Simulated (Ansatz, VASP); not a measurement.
Two plane-wave programs on NaCl

Contents of INCAR:

```
SYSTEM = NaCl
ALGO = Normal
EDIFF = 1E-7
ENCUT = 520
GGA = PE
ISIF = 2
ISMEAR = 0
LASPH = .TRUE.
LCHARG = .FALSE.
LREAL = .FALSE.
LWAVE = .FALSE.
NBANDS = 14
NELM = 100
PREC = Accurate
SIGMA = 0.05
```

Contents of KPOINTS:

```
k-points
0
G
  6 6 6
  0 0 0
```

Contents of POSCAR:

```
NaCl
1.0
    3.5021900000      0.0000000000      0.0000000000
    0.0000000000      3.5021900000      0.0000000000
    0.0000000000      0.0000000000      3.5021900000
Na Cl
1 1
Direct
    0.0000000000      0.0000000000      0.0000000000
    0.4958786483      0.4958786483      0.4958786483
```

Input for Ansatz:

```yaml
crystal:
  lattice:
    - [3.50219, 0.0, 0.0]
    - [0.0, 3.50219, 0.0]
    - [0.0, 0.0, 3.50219]
  atoms:
    - { symbol: Na, position: [0.0, 0.0, 0.0] }
    - { symbol: Cl, position: [0.4958786483, 0.4958786483, 0.4958786483] }
basis:
  ecutwfc: 420
kpoints:
  mp_grid: { grid: [6, 6, 6] }
hamiltonian:
  xc: pbe
scf:
  occupations: { method: gaussian, width: 0.05 }
output:
  forces: true
  stress: true
  eigenvalues: true
```

Change from the starting cell: all Cl atoms moved +0.025 Å, as atom 2 towards its neighbour atom 1 (Na) at 3.033 Å.

Alike in both runs: task single point; functional PBE; k mesh 6 × 6 × 6; occupations gaussian, width 0.05 eV; no spin polarisation.

|  | VASP | Ansatz |
| --- | --- | --- |
| version | VASP 6.6.1 | Ansatz 0.2.0 |
| potentials or method | VASP PAW PBE potentials, release 64 (Na_pv, Cl), cutoff 520 eV | scalar-relativistic, plane waves, PAW |
| valence electrons in the cell | 14 | 16 |

|  | VASP | Ansatz | Ansatz less VASP |
| --- | --- | --- | --- |
| gap on the k mesh at the Fermi level (eV) | 3.98 | 3.98 | 0.000 |
| least direct gap on the mesh (eV) | 4.47 | 4.47 | 0.000 |
| pressure (GPa) | 0.1 | 0.1 | +0.05 |
| rms of the force components (eV/Å) | 0.005 | 0.005 | -0.0001 |

Atom by atom the forces differ by 0.000 eV/Å (rms over components). The functional is the same, so the differences come from potentials, cutoffs and numerics. VASP's potentials hold 14 valence electrons a cell and Ansatz's 16, so a difference there can come from the potentials and not from the codes.
